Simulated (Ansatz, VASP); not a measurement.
Two plane-wave programs on Ag

The input INCAR:

```
ALGO = Normal
EDIFF = 1E-6
ENCUT = 520
ISIF = 2
ISMEAR = -1
LASPH = True
LCHARG = True
LELF = True
LREAL = False
LVHAR = True
LWAVE = False
NBANDS = 12
NELM = 100
PREC = Accurate
SIGMA = 0.05
```

Contents of KPOINTS:

```
k-points
0
Gamma
  18 18 18
```

POSCAR

```
Ag
1.0
    0.0000000000      1.6686602972      1.6686602972
    1.6686602972      0.0000000000      1.6686602972
    1.6686602972      1.6686602972      0.0000000000
Ag
1
Direct
    0.0000000000      0.0000000000      0.0000000000
```

Input for Ansatz:

```yaml
crystal:
  lattice:
    - [0.0, 1.6686602972, 1.6686602972]
    - [1.6686602972, 0.0, 1.6686602972]
    - [1.6686602972, 1.6686602972, 0.0]
  atoms:
    - { symbol: Ag, position: [0.0, 0.0, 0.0] }
kpoints:
  mp_grid: { grid: [18, 18, 18] }
scf:
  occupations: { method: fermi_dirac, width: 0.05 }
hamiltonian:
  xc: lda
  pseudopotentials: { kind: paw }
output:
  forces: true
  stress: true
  eigenvalues: true
  populations: true
  write_density: true
  write_potential: true
  elf: true
  volumetric_format: npy
```

Change from the starting cell: volume scaled by 0.58, PAW files.

Alike in both runs: task single point; functional LDA; k mesh 18 × 18 × 18; occupations fermi-dirac, width 0.05 eV; no spin polarisation.

```csv
,VASP,Ansatz
version,VASP 6.6.1,Ansatz 0.2.0
potentials or method,"VASP PAW LDA potentials, release 64 (Ag)","PAW with Ansatz's default frozen-core files, scalar-relativistic"
plane-wave cutoff (eV),520,420
valence electrons in the cell,11,19
```

|  | VASP | Ansatz | Ansatz less VASP |
| --- | --- | --- | --- |
| pressure (GPa) | 335.8 | 333.0 | -2.87 |

LDA's correlation is that of Perdew and Zunger in VASP and of Perdew and Wang (1992) in Ansatz. Both programs put the cell under a high pressure, so it lies far from rest at this level. VASP's potentials hold 11 valence electrons a cell and Ansatz's 19, so a difference there can come from the potentials and not from the codes.

Noted on VASP's run: the cell as given lies far from equilibrium.
